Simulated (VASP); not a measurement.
Here is a VASP 6.6.1 calculation.

INCAR

```
ALGO = Normal
EDIFF = 1E-8
ENCUT = 600
IBRION = 6
ISIF = 3
ISMEAR = 0
LASPH = True
LCHARG = False
LREAL = False
LWAVE = False
NELM = 100
NFREE = 2
NSW = 1
POTIM = 0.015
PREC = Accurate
SIGMA = 0.01
```

Contents of KPOINTS:

```
k-points
0
Gamma
  6 6 6
```

File POSCAR:

```
CuI
1.0
    2.9309887319      2.9309887319      0.0000000000
   -2.9309887319      2.9309887319      0.0000000000
    0.0000000000      2.9309887319      2.9309887319
Cu I
1 1
Direct
    0.7500000000      0.2500000000      0.5000000000
    0.0000000000      0.0000000000      0.0000000000
```

Potentials or basis: VASP PAW LDA potentials, release 64 (Cu, I).

Run with:

```sh
$ cat potpaw_LDA.64/Cu/POTCAR potpaw_LDA.64/I/POTCAR > POTCAR
$ mpirun -np 1 vasp_std > vasp.out
```

**Question.** Estimate the elastic constants C11, C12, C44.

**Answer.** 71, 50, 26 GPa.

**Question.** What does it give for the Voigt bulk modulus?

**Answer.** 57 GPa.

**Question.** Predict the highest phonon frequency at Γ, LO-TO splitting left out.

**Answer.** 156 cm⁻¹.

Elastic tensor in Voigt notation (GPa, in the Cartesian axes of the cell as first typed):
```
71 50 50  0  0  0
50 71 50  0  0  0
50 50 71  0  0  0
 0  0  0 26  0  0
 0  0  0  0 26  0
 0  0  0  0  0 26
```
